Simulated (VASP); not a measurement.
Here is a VASP 6.6.1 calculation.

File INCAR:

```
PREC = Accurate ; ENCUT = 520
EDIFF = 1E-6 ; ISMEAR = -1
SIGMA = 0.1 ; LREAL = False
LASPH = True ; NELM = 80
ALGO = Normal ; ISIF = 2
LWAVE = False ; LCHARG = True
GGA = PE ; LELF = True
LVHAR = True ; NBANDS = 13
```

Contents of KPOINTS:

```
Automatic mesh
0
Gamma
  15 15 15
  0.5 0.5 0.5
```

File POSCAR:

```
Ru
1.0
    2.4254235684      0.0000000000      0.0000000000
    0.0000000000      2.4254235684      0.0000000000
    0.0000000000      0.0000000000      2.4254235684
Ru
1
Direct
    0.0000000000      0.0000000000      0.0000000000
```

Potentials or basis: VASP PAW PBE potentials, release 64 (Ru_pv).

The run is started by

```console
$ cat potpaw_PBE.64/Ru_pv/POTCAR > POTCAR
$ mpirun -np 1 vasp_std > vasp.out
```

Question: Predict the pressure.

Answer: 30.0 GPa.

Question: Predict the band gap on the k mesh.

Answer: Zero (band 7 reaches 16.59 eV, above the bottom of band 8 at 11.09 eV).
